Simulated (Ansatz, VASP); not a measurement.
**Bi2C: VASP beside Ansatz**

```
Bi C
1.0
     3.51964    0.00000    0.00000
    -1.75982    3.04809    0.00000
     0.00000    0.00000   12.82019
Bi C
4 2
Direct
  0.33333 0.66667 0.62553
  0.66667 0.33333 0.12553
  0.33333 0.66667 0.87447
  0.66667 0.33333 0.37447
  0.33333 0.66667 0.25000
  0.66667 0.33333 0.75000
```

Alike in both runs: functional PBE; k mesh 12 × 12 × 4; occupations gaussian, width 0.1 eV; no spin polarisation.

Ansatz relaxed the structure, and its values are those at the end. VASP's run is a single point on that final structure, the one shown.

|  | VASP | Ansatz |
| --- | --- | --- |
| version | VASP 6.6.1 | Ansatz 0.2.0 |
| potentials or method | VASP PAW PBE potentials, release 64 (Bi_d, C), cutoff 520 eV | scalar-relativistic, plane waves, PAW |
| valence electrons in the cell | 68 | 68 |

|  | VASP | Ansatz | Ansatz less VASP |
| --- | --- | --- | --- |
| gap on the k mesh at the Fermi level (eV) | none | none | - |
| pressure (GPa) | 0.0 | 0.0 | 0.00 |
| rms of the force components (eV/Å) | 0.006 | 0.000 | -0.0054 |

A gap of «none» marks a metal or a gap that the smearing closes.

Neither program's run includes spin-orbit coupling.
